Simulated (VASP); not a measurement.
Wanted: the native input for a VASP 6.6.1 run.

```yaml
Task: single point
Functional: r2SCAN
Potentials_or_basis: VASP PAW PBE potentials, release 64 (Ir_sv_GW)
Cutoff: 620 eV
k_mesh: 18 × 18 × 18
Occupations: gaussian, width 0.1 eV
Spin: no spin polarisation
Dipole_correction: no
Further_INCAR_settings: ALGO = Normal; EDIFF = 1e-06; NBANDS = 14
```

Crystal: Ir.

```xyz
1
Lattice="0.0000 1.8626 1.8626 1.8626 0.0000 1.8626 1.8626 1.8626 0.0000" Properties=species:S:1:pos:R:3 pbc="T T T"
Ir    0.0000    0.0000    0.0000
```

These files were run (other wordings do the same):

POSCAR

```
Ir
1.0
    0.0000000000      1.8625954634      1.8625954634
    1.8625954634      0.0000000000      1.8625954634
    1.8625954634      1.8625954634      0.0000000000
Ir
1
Direct
    0.0000000000      0.0000000000      0.0000000000
```

INCAR.step1

```
PREC = Accurate ; ENCUT = 620
ISMEAR = 0 ; SIGMA = 0.1
LREAL = F ; LASPH = T
NELM = 120 ; NBANDS = 14
GGA = PE ; ALGO = Normal
EDIFF = 1E-5 ; LWAVE = T
LCHARG = F ; GGA_COMPAT = F
```

INCAR.step2

```
PREC = Accurate ; ENCUT = 620
EDIFF = 1E-6 ; ISMEAR = 0
SIGMA = 0.1 ; LREAL = F
LASPH = T ; NELM = 120
ALGO = Normal ; ISIF = 2
LWAVE = F ; LCHARG = F
METAGGA = R2SCAN ; LMIXTAU = T
NBANDS = 14 ; ISTART = 1
GGA_COMPAT = F
```

KPOINTS

```
Automatic mesh
0
Gamma
  18 18 18
```

Potentials or basis: VASP PAW PBE potentials, release 64 (Ir_sv_GW).

Run with:

```bash
$ cat potpaw_PBE.64/Ir_sv_GW/POTCAR > POTCAR
$ cp INCAR.step1 INCAR
$ mpirun -np 1 vasp_std > vasp.out
$ cp INCAR.step2 INCAR
$ mpirun -np 1 vasp_std > vasp.out
```

It gave:

- Pressure: 44.1 GPa
- Band gap on the k mesh: zero (an odd number of electrons rules out a gap without spin polarisation)

Caveat: the cell stands under pressure; the PAW data sets were made with another functional, which shifts forces and pressure a little; spin-orbit coupling is left out, which moves the levels of the heavy elements.

Run time: 120 s on 1 thread of AMD EPYC 9R45 96-Core Processor (Zen 5) (shared host), peak memory 0.16 GiB.
